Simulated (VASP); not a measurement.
A run of VASP 6.6.1 is set up as follows.

Contents of INCAR:

```
ALGO = Normal
EDIFF = 1E-6
ENCUT = 520
GGA = CA
ISIF = 2
ISMEAR = -1
LASPH = True
LCHARG = False
LREAL = False
LWAVE = False
NBANDS = 13
NELM = 80
PREC = Accurate
SIGMA = 0.1
```

File KPOINTS:

```
k-points
0
Gamma
  13 13 13
```

Contents of POSCAR:

```
Sn
1.0
    0.0000000000      2.3475394390      2.3475394390
    2.3475394390      0.0000000000      2.3475394390
    2.3475394390      2.3475394390      0.0000000000
Sn
1
Direct
    0.0000000000      0.0000000000      0.0000000000
```

Potentials or basis: VASP PAW LDA potentials, release 64 (Sn_d).

Launch:

```sh
$ cat potpaw_LDA.64/Sn_d/POTCAR > POTCAR
$ mpirun -np 1 vasp_std > vasp.out
```

Question: What does it give for the pressure?

Answer: -0.1 GPa.

Question: What does it give for the band gap on the k mesh?

Answer: Zero (band 7 reaches 16.48 eV, above the bottom of band 8 at 6.45 eV).

Caveat: spin-orbit coupling is left out, which moves the levels of the heavy elements.
